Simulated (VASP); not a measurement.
A run of VASP 6.6.1:

Contents of INCAR:

```
PREC = Accurate
ENCUT = 520
EDIFF = 1E-7
ISMEAR = -1
SIGMA = 0.15
LREAL = F
LASPH = T
NELM = 100
ALGO = Normal
ISIF = 2
LWAVE = F
LCHARG = F
GGA = PS
NBANDS = 12
```

The input KPOINTS:

```
Automatic mesh
0
Gamma
  10 10 10
```

The input POSCAR:

```
Ti
1.0
    0.0000000000      2.0434441004      2.0434441004
    2.0434441004      0.0000000000      2.0434441004
    2.0434441004      2.0434441004      0.0000000000
Ti
1
Direct
    0.0000000000      0.0000000000      0.0000000000
```

Potentials or basis: VASP PAW PBE potentials, release 64 (Ti_sv).

Launch:

```console
$ cat potpaw_PBE.64/Ti_sv/POTCAR > POTCAR
$ mpirun -np 1 vasp_std > vasp.out
```

Hardware: 1 thread of AMD EPYC 9R14 (Zen 4), on a shared host.

Q: Estimate the wall time of this run.

A: It took 8.1 s on 1 thread of AMD EPYC 9R14 (Zen 4) (shared host), peak memory 0.11 GiB. Counts: scf iterations 14, k points 47.
